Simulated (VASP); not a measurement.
# WC (P-6m2) in VASP: further runs, part 2 of 2

VASP 6.6.1. Earlier steps stand in the parts before.

## (4) Relaxation of shape and atoms at fixed volume, PBE

INCAR

```
ALGO = Normal ; EDIFF = 1E-7
EDIFFG = -0.015 ; ENCUT = 600
GGA = PE ; IBRION = 2
ISIF = 4 ; ISMEAR = 0
LASPH = True ; LCHARG = False
LREAL = False ; LWAVE = False
NELM = 80 ; NSW = 60
PREC = Accurate ; SIGMA = 0.05
```

KPOINTS

```
k-points
0
Gamma
  10 10 8
```

POSCAR

```
WC
1.0
    2.9005011018      0.0000000000      0.0000000000
   -1.4502505509      2.5119076379      0.0000000000
    0.0000000000      0.0000000000      2.8289996740
W C
1 1
Direct
    0.0000000000      0.0000000000      0.0000000000
    0.6666666667      0.3333333333      0.5000000000
```

Potentials or basis: VASP PAW PBE potentials, release 64 (W_sv, C).

Command:

```
$ cat potpaw_PBE.64/W_sv/POTCAR potpaw_PBE.64/C/POTCAR > POTCAR
$ mpirun -np 1 vasp_std > vasp.out
```

OUTCAR:

```text
EDIFF = 1E-7
   EDIFFG = -0.015
   ENCUT = 600
   GGA = PE
   IBRION = 2
   ISIF = 4
   ISMEAR = 0
   LASPH = True
   LREAL = False
   NELM = 80
   NSW = 60
   PREC = Accurate

 ion  position               nearest neighbor table
   1  0.000  0.000  0.000-   2 2.19   2 2.19   2 2.19   2 2.19   2 2.19   2 2.19
   2  0.667  0.333  0.500-   1 2.19   1 2.19   1 2.19   1 2.19   1 2.19   1 2.19

  LATTYP: Found a hexagonal cell.
 ALAT       =     2.9005011018
 C/A-ratio  =     0.9753485948

  Lattice vectors:

 A1 = (   2.9005011018,   0.0000000000,   0.0000000000)
 A2 = (  -1.4502505509,   2.5119076379,   0.0000000000)
 A3 = (   0.0000000000,   0.0000000000,   2.8289996740)

Analysis of symmetry for initial positions (statically):
=====================================================================
 Subroutine PRICEL returns:
 Original cell was already a primitive cell.

 Routine SETGRP: Setting up the symmetry group for a
 hexagonal supercell.

 Subroutine GETGRP returns: Found 12 space group operations
 (whereof 12 operations were pure point group operations)
 out of a pool of 24 trial point group operations.

The static configuration has the point symmetry D_3h.

Analysis of symmetry for dynamics (positions and initial velocities):
=====================================================================
 Subroutine PRICEL returns:
 Original cell was already a primitive cell.

 Routine SETGRP: Setting up the symmetry group for a
 hexagonal supercell.

 Subroutine GETGRP returns: Found 12 space group operations
 (whereof 12 operations were pure point group operations)
 out of a pool of 24 trial point group operations.

The dynamic configuration has the point symmetry D_3h.

 Subroutine INISYM returns: Found 12 space group operations
 (whereof 12 operations are pure point group operations),
 and found     1 'primitive' translations

----------------------------------------------------------------------------------------

                                     Primitive cell

  volume of cell :      20.6115

  direct lattice vectors                    reciprocal lattice vectors
     2.900501102  0.000000000  0.000000000     0.344768012  0.199051905  0.000000000
    -1.450250551  2.511907638  0.000000000     0.000000000  0.398103810  0.000000000
     0.000000000  0.000000000  2.828999674     0.000000000  0.000000000  0.353481836

  length of vectors
     2.900501102  2.900501102  2.828999674     0.398103810  0.398103810  0.353481836

  position of ions in fractional coordinates (direct lattice)
     0.000000000  0.000000000  0.000000000
     0.666666667  0.333333333  0.500000000

  ion indices of the primitive-cell ions
   primitive index   ion index
                 1           1
                 2           2

----------------------------------------------------------------------------------------

 KPOINTS: k-points

Automatic generation of k-mesh.
 Grid dimensions read from file:
 generate k-points for:   10   10    8

 Generating k-lattice:

  Cartesian coordinates                     Fractional coordinates (reciprocal lattice)
     0.034476801  0.019905190  0.000000000     0.100000000  0.000000000  0.000000000
     0.000000000  0.039810381  0.000000000     0.000000000  0.100000000  0.000000000
     0.000000000  0.000000000  0.044185230     0.000000000  0.000000000  0.125000000

  Length of vectors
     0.039810381  0.039810381  0.044185230

  Shift w.r.t. Gamma in fractional coordinates (k-lattice)
     0.000000000  0.000000000  0.000000000

 Subroutine IBZKPT returns following result:
 ===========================================

 Found     70 irreducible k-points:

 Following reciprocal coordinates:
            Coordinates               Weight
  0.000000  0.000000  0.000000      1.000000
  0.100000  0.000000  0.000000      6.000000
  0.200000  0.000000  0.000000      6.000000
  0.300000 -0.000000  0.000000      6.000000
  0.400000  0.000000  0.000000      6.000000
  0.500000 -0.000000  0.000000      3.000000
[... 16 lines left out ...]
  0.300000  0.100000  0.125000     24.000000
  0.400000  0.100000  0.125000     24.000000
 [... further k-points ...]
   k-points           NKPTS =     70   k-points in BZ     NKDIM =     70   number of bands    NBANDS=     13
   number of dos      NEDOS =    301   number of ions     NIONS =      2
   total plane-waves  NPLWV =  13824
   dimension x,y,z NGX =    24 NGY =   24 NGZ =   24
   dimension x,y,z NGXF=    48 NGYF=   48 NGZF=   48
   ions per type =               1   1
   NGX,Y,Z   is equivalent  to a cutoff of  13.76, 13.76, 14.10 a.u.
   NGXF,Y,Z  is equivalent  to a cutoff of  27.51, 27.51, 28.21 a.u.
 SYSTEM =  unknown system
   PREC   = accura    normal or accurate (medium, high low for compatibility)
   ISTART =      0    job   : 0-new  1-cont  2-samecut
   ICHARG =      2    charge: 1-file 2-atom 10-const
   ISPIN  =      1    spin polarized calculation?
   LNONCOLLINEAR =      F non collinear calculations
   LSORBIT =      F    spin-orbit coupling
   LASPH  =      T    aspherical Exc in radial PAW
   ENCUT  =  600.0 eV  44.10 Ry    6.64 a.u.   5.79  5.79  5.65*2*pi/ulx,y,z
   NELM   =     80;   NELMIN=  2; NELMDL= -5     # of ELM steps
   EDIFF  = 0.1E-06   stopping-criterion for ELM
   LREAL  =      F    real-space projection
   EDIFFG = -.1E-01   stopping-criterion for IOM
   NSW    =     60    number of steps for IOM
   IBRION =      2    ionic relax: 0-MD 1-quasi-New 2-CG
   NFREE  =      1    steps in history (QN), initial steepest desc. (CG)
   ISIF   =      4    stress and relaxation
   ISYM   =      2    0-nonsym 1-usesym 2-fastsym
   POTIM  = 0.5000    time-step for ionic-motion
   TEBEG  =    0.0;   TEEND  =   0.0 temperature during run
   PSTRESS=    0.0 pullay stress
   NELECT =      18.0000    total number of electrons
   NUPDOWN=      -1.0000    fix difference up-down
   EMIN   =  10.00;   EMAX   =-10.00  energy-range for DOS
   EFERMI =   0.00;   METHOD = LEGACY
   ISMEAR =     0;   SIGMA  =   0.05  broadening in eV -4-tet -1-fermi 0-gaus
   EFERMI_NEDOS =   21; number of points for ismear=-14 and -15
   IALGO  =     38    algorithm
   IMIX   =      4    mixing-type and parameters
     AMIX     =   0.40;   BMIX     =  1.00
     AMIX_MAG =   1.60;   BMIX_MAG =  1.00
  volume/ion in A,a.u.               =      10.31        69.55
  Fermi-wavevector in a.u.,A,eV,Ry     =   1.564813  2.957068 33.315769  2.448640
  Thomas-Fermi vector in A             =   2.667381
   LORBIT       =      0    0 simple, 1 ext, 2 COOP (PROOUT), +10 PAW based schemes
   GGA     = PE    functional components
   LHFCALC =     F    Hartree Fock is set to
   AEXX    =    0.0000 exact exchange contribution
   IVDW    =     0    specifies the selected vdW correction
   LEPSILON=     F    determine dielectric tensor
   LRPA    =     F    only Hartree local field effects (RPA)
 conjugate gradient relaxation of ions
 non-spin polarized calculation
 Gauss-broadening in eV      SIGMA  =   0.05
  energy-cutoff  :      600.00
  volume of cell :       20.61
 maximum number of plane-waves:       701
 NGX is ok and might be reduce to    24
   NGX = 11   NGY = 11   NGZ = 11

 number of electron      18.0000001 magnetization

 Free energy of the ion-electron system (eV)
  ---------------------------------------------------
  ext. energy  EPLUGINS =         0.00000000
  ---------------------------------------------------
  free energy    TOTEN  =       -22.44018002 eV

  energy without entropy =      -22.43976250  energy(sigma->0) =      -22.43997126

 E-fermi :  11.1851     XC(G=0): -13.8378

 val. band max:       11.0330441986   @ k =   0.1000   0.0000   0.3750
 cond. band min:      11.1907393708   @ k =   0.5000  -0.0000   0.3750
 fundamental gap:      0.1576951721
 Fermi energy:        11.1850884455

 k-point     1 :       0.0000    0.0000    0.0000
  band No.  band energies     occupation
      1     -62.8071      2.00000
      2     -26.7920      2.00000
      3     -26.6822      2.00000
      4     -26.6822      2.00000
      5      -3.3313      2.00000
      6       6.8262      2.00000
      7       7.8120      2.00000
      8       7.8120      2.00000
      9      11.2648      0.02416
     10      14.4463      0.00000
     11      14.4463      0.00000
     12      16.8380      0.00000
     13      16.8380      0.00000
[... 354 lines left out ...]
  band No.  band energies     occupation
      1     -62.7411      2.00000
      2     -27.4545      2.00000
      3     -26.9111      2.00000
      4     -26.7849      2.00000
      5       0.1394      2.00000
      6       4.2364      2.00000
      7       6.9009      2.00000
      8       8.4865      2.00000
      9       9.7797      2.00000
     10      13.9846      0.00000
     11      15.3131      0.00000
     12      16.2334      0.00000
     13      18.1882      0.00000

 [... further k-points ...]
[... 5 lines left out ...]
  --------------------------------------------------------------------------------------
  -------------------------------------------------------------------------------------
  Total        1.2258464      1.2258464      1.2178722      0.0000000      0.0000000      0.0000000
  in kB       95.2877433     95.2877433     94.6678931      0.0000000      0.0000000      0.0000000
  external PRESSURE =      95.0811266 kB  Pullay stress =       0.0000000 kB

 VOLUME and BASIS-vectors are now :
 -----------------------------------------------------------------------------
  energy-cutoff  :      600.00
  volume of cell :       20.61
      direct lattice vectors                 reciprocal lattice vectors
     2.900501102  0.000000000  0.000000000     0.344768012  0.199051905  0.000000000
    -1.450250551  2.511907638  0.000000000     0.000000000  0.398103810  0.000000000
     0.000000000  0.000000000  2.828999674     0.000000000  0.000000000  0.353481836

 POSITION                                       TOTAL-FORCE (eV/Angst)
 -----------------------------------------------------------------------------------
      0.00000      0.00000      0.00000        -0.000000     -0.000000      0.000000
      1.45025      0.83730      1.41450         0.000000      0.000000      0.000000
 -----------------------------------------------------------------------------------
    total drift:                                0.000000     -0.000000      0.000000

  FREE ENERGIE OF THE ION-ELECTRON SYSTEM (eV)
  ---------------------------------------------------
  free  energy   TOTEN  =       -22.4401800244 eV

  energy  without entropy=      -22.4397624997  energy(sigma->0) =      -22.43997126

 reached required accuracy - stopping structural energy minimisation
```

Run time: 16 s. Hardware: 1 thread of Intel Xeon 8259CL, shared host; peak memory 0.15 GiB.

What came out:

| Item | Value |
| --- | --- |
| Free energy | -22.4402 eV |
| Pressure after relaxing | 9.5 GPa |
| Band gap on the k mesh | zero (band 9 reaches 11.81 eV, above the bottom of band 10 at 10.59 eV) |

Final structure:
```
W C
1.0
     2.90050    0.00000    0.00000
    -1.45025    2.51191    0.00000
     0.00000    0.00000    2.82900
W C
1 1
Direct
  0.00000 0.00000 0.00000
  0.66667 0.33333 0.50000
```

Levels at points of the mesh, in eV from the Fermi level:
```tsv
k point	band 6	band 7	band 8	band 9	band 10	band 11	band 12	band 13
(0.00, 0.00, 0.00)	-4.36	-3.37	-3.37	0.08	3.26	3.26	5.65	5.65
(0.50, 0.00, 0.00)	-7.08	-3.65	-3.61	-0.49	2.36	4.57	4.92	6.89
(0.00, 0.00, 0.50)	-8.70	-2.05	-2.05	-0.59	-0.59	3.70	4.53	4.53
(0.50, 0.00, 0.50)	-6.51	-4.37	-4.22	0.29	4.47	5.36	6.69	9.24
```

Caveat: the relaxation stopped at its first step, so nothing moved; spin-orbit coupling is left out, which moves the levels of the heavy elements.

## (5) Overview

| task | cell | k mesh | cutoff (eV) | gap on the mesh (eV) | pressure (GPa) |
| --- | --- | --- | --- | --- | --- |
| single point | a = 2.901, b = 2.901, c = 2.828 Å, angles 90.0, 90.0, 120.0°, 2 atoms | 8 × 8 × 6 | 520 | none | 9.7 |
| single point | a = 2.901, b = 2.901, c = 2.828 Å, angles 90.0, 90.0, 120.0°, 2 atoms | 10 × 10 × 8 | 520 | none | 9.6 |
| relaxation of shape and atoms at fixed volume | relaxed from a = 2.901, b = 2.901, c = 2.829 Å, angles 90.0, 90.0, 120.0°, 2 atoms | 10 × 10 × 8 | 600 | none | 9.5 |

Alike in all rows: level PBE; potentials or basis VASP PAW PBE potentials, release 64 (W_sv, C); no spin polarisation; smearing gaussian 0.05 eV.

Caveats: some runs use coarse meshes; spin-orbit coupling is left out, which moves the levels of the heavy elements; the relaxation stopped at its first step, so nothing moved (some runs).

Absolute energies hang on the potentials; compare differences alone.
